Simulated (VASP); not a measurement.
Ga3AsN2: single point with PBE

Crystal: Ga3AsN2.

```
CELL_PARAMETERS angstrom
3.61347 0.00000 0.00000
-1.80674 3.12936 0.00000
0.00000 0.00000 8.85117
ATOMIC_POSITIONS crystal
Ga 0.66667 0.33333 0.83333
Ga 0.00000 0.00000 0.50000
Ga 0.33333 0.66667 0.16667
As 0.00000 0.00000 0.00000
N 0.33333 0.66667 0.66667
N 0.66667 0.33333 0.33333
```

```yaml
Program: VASP 6.6.1
Task: single point
Functional: PBE
Potentials_or_basis: VASP PAW PBE potentials, release 64 (Ga_d, As, N)
Cutoff: 520 eV
k_mesh: 6 × 6 × 2
Occupations: gaussian, width 0.1 eV
Spin: no spin polarisation
```

- Pressure: -13.8 GPa
- Largest force: 2.810 eV/Å
- Band gap on the k mesh: zero (band 27 reaches 4.23 eV, above the bottom of band 28 at 3.22 eV)

Forces in eV/Å, atoms in the order of the input:
```
Ga   0.000  0.000 -2.810
Ga   0.000  0.000  0.000
Ga   0.000  0.000  2.810
As   0.000  0.000  0.000
N    0.000  0.000 -0.121
N    0.000  0.000  0.121
```

Stress tensor (GPa, compression positive):
```
-13.73   0.00   0.00
  0.00 -13.73   0.00
  0.00   0.00 -13.94
```

Levels at points of the mesh, in eV from the Fermi level:
```csv
k point,band 24,band 25,band 26,band 27,band 28,band 29,band 30,band 31
"(0.00, 0.00, 0.00)",-0.27,-0.27,-0.20,0.36,0.36,2.49,2.98,4.33
"(0.50, 0.00, 0.00)",-1.95,-1.48,-1.22,-0.71,-0.65,1.49,2.43,3.90
"(0.00, 0.00, 0.50)",-0.26,-0.26,0.36,0.36,1.14,1.27,3.33,4.56
"(0.50, 0.00, 0.50)",-1.92,-1.34,-0.56,-0.13,-0.10,0.15,2.76,4.08
```

Run time: 37 s on 1 thread of Intel(R) Xeon(R) 6975P-C (Granite Rapids), on a shared host, peak memory 0.23 GiB.

Caveat: forces of over 1 eV/Å act on the atoms, so gaps and moduli don't describe the material at rest.
